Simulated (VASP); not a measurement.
Runs of VASP 6.6.1 on KCl. The structure is that of space group Pm-3m (No. 221), or close to it. The cells are those of the table. 

| level | cell | k mesh | smearing | gap on the mesh (eV) | pressure (GPa) |
| --- | --- | --- | --- | --- | --- |
| PBE | a = 3.655, b = 3.655, c = 3.808 Å, 2 atoms | 8 × 8 × 8 | fermi-dirac 0.02 eV | 5.17 | 2.5 |
| PBE | a = 3.771, b = 3.771, c = 3.859 Å, 2 atoms | 8 × 8 × 8 | fermi-dirac 0.02 eV | 4.88 | (c) |
| r2SCAN | a = 3.655, b = 3.655, c = 3.808 Å, 2 atoms | 8 × 8 × 8 | gaussian 0.01 eV | (d) | 1.3 |
| PBE | a = 3.894, b = 3.771, c = 3.771 Å, 2 atoms | 4 × 4 × 4 | gaussian 0.01 eV | 4.82 | 0.4 |
| PBE | a = 3.894, b = 3.771, c = 3.771 Å, 2 atoms | 8 × 8 × 8 | fermi-dirac 0.02 eV | 4.82 | 0.4 |
| r2SCAN | a = 3.894, b = 3.771, c = 3.771 Å, 2 atoms | 8 × 8 × 8 | gaussian 0.01 eV | 5.59 | -0.7 |
| r2SCAN | a = 3.771, b = 3.771, c = 3.859 Å, 2 atoms | 8 × 8 × 8 | gaussian 0.01 eV | (a) | -0.5 |
| r2SCAN | a = 3.771 Å, 2 atoms | 8 × 8 × 8 | gaussian 0.01 eV | (b) | 0.0 |

Alike in all rows: task single point; potentials or basis VASP PAW PBE potentials, release 64 (K_sv, Cl); no spin polarisation; cutoff (eV) 520.

Q: Fill in the values left out.

A: (a) 5.65; (b) 5.81; (c) 0.6; (d) 5.96.

Caveats: the PAW data sets were made with another functional, which shifts forces and pressure a little (some runs).

A k mesh can miss the band edges.
